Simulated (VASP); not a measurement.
**Mg2Si: single point with r2SCAN**

Crystal: Mg2Si.

```
CELL_PARAMETERS angstrom
0.00000 3.23112 3.23112
3.23112 0.00000 3.23112
3.23112 3.23112 0.00000
ATOMIC_POSITIONS crystal
Si 0.00000 0.00000 0.00000
Mg 0.25000 0.25000 0.25000
Mg 0.75000 0.75000 0.75000
```

```
Program             : VASP 6.6.1
Task                : single point
Functional          : r2SCAN
Potentials or basis : VASP PAW PBE potentials, release 64 (Si, Mg)
Cutoff              : 660 eV
k mesh              : 6 × 6 × 6
Occupations         : gaussian, width 0.01 eV
Spin                : no spin polarisation
```

| Quantity | Value |
| --- | --- |
| Pressure | -3.3 GPa |
| Band gap on the k mesh | 0.50 eV (least direct gap 2.13 eV) |

Levels at points of the mesh, in eV from the valence-band top:
```tsv
k point	band 2	band 3	band 4	band 5	band 6	band 7
(0.00, 0.00, 0.00)	0.00	0.00	0.00	2.13	2.75	2.75
(0.50, 0.00, 0.00)	-4.73	-0.72	-0.72	1.50	2.79	2.79
(0.50, 0.50, 0.00)	-4.42	-1.97	-1.97	0.50	0.66	8.33
```

It took 2.7 min on 1 thread of Intel Xeon 8259CL (shared host), peak memory 0.27 GiB.

Caveat: the cell stands under tension; the structure was generated, so it needn't be the stable form of Mg2Si; semilocal functionals underestimate gaps, and a narrow one can read as zero; the PAW data sets were made with another functional, which shifts forces and pressure a little. A k mesh can miss the band edges.
